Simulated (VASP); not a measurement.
# Mg2Ge2N: single point with PBE

The system is Mg2Ge2N.

```
CELL_PARAMETERS angstrom
3.26901 0.00000 0.00000
-1.63450 2.83104 0.00000
0.00000 0.00000 8.86506
ATOMIC_POSITIONS crystal
Mg 0.66667 0.33333 0.88410
Mg 0.33333 0.66667 0.11590
Ge 0.33333 0.66667 0.60318
Ge 0.66667 0.33333 0.39682
N 0.00000 0.00000 0.00000
```

| Item | Value |
| --- | --- |
| Program | VASP 6.6.1 |
| Task | single point |
| Functional | PBE |
| Potentials or basis | VASP PAW PBE potentials, release 64 (Mg, Ge_d, N) |
| Cutoff | 520 eV |
| k mesh | 12 × 12 × 4 |
| Occupations | gaussian, width 0.1 eV |
| Spin | no spin polarisation |

| Item | Value |
| --- | --- |
| Pressure | -0.1 GPa |
| Largest force | 0.048 eV/Å |

Forces on the atoms (eV/Å):
```
Mg   0.000  0.000  0.048
Mg   0.000  0.000 -0.048
Ge   0.000  0.000  0.024
Ge   0.000  0.000 -0.024
N    0.000  0.000  0.000
```

Stress tensor (GPa, compression positive):
```
-0.11  0.00  0.00
 0.00 -0.11  0.00
 0.00  0.00 -0.23
```

Levels at points of the mesh, in eV from the Fermi level:
```tsv
k point	band 15	band 16	band 17	band 18	band 19	band 20	band 21	band 22	band 23	band 24
(0.00, 0.00, 0.00)	-3.77	-1.02	-1.02	2.84	3.18	3.82	3.82	6.07	6.07	7.11
(0.50, 0.00, 0.00)	-4.20	-3.43	-1.79	-1.64	0.43	0.79	1.23	3.27	4.36	4.70
(0.00, 0.00, 0.50)	-1.57	-1.02	-1.02	0.40	3.83	3.83	5.21	6.05	6.05	6.33
(0.50, 0.00, 0.50)	-3.80	-2.87	-2.57	-1.78	-0.26	0.78	2.34	4.04	4.26	4.78
```

It took 93 s on 1 thread of Intel(R) Xeon(R) Platinum 8488C (Sapphire Rapids), on a shared host, peak memory 0.28 GiB.
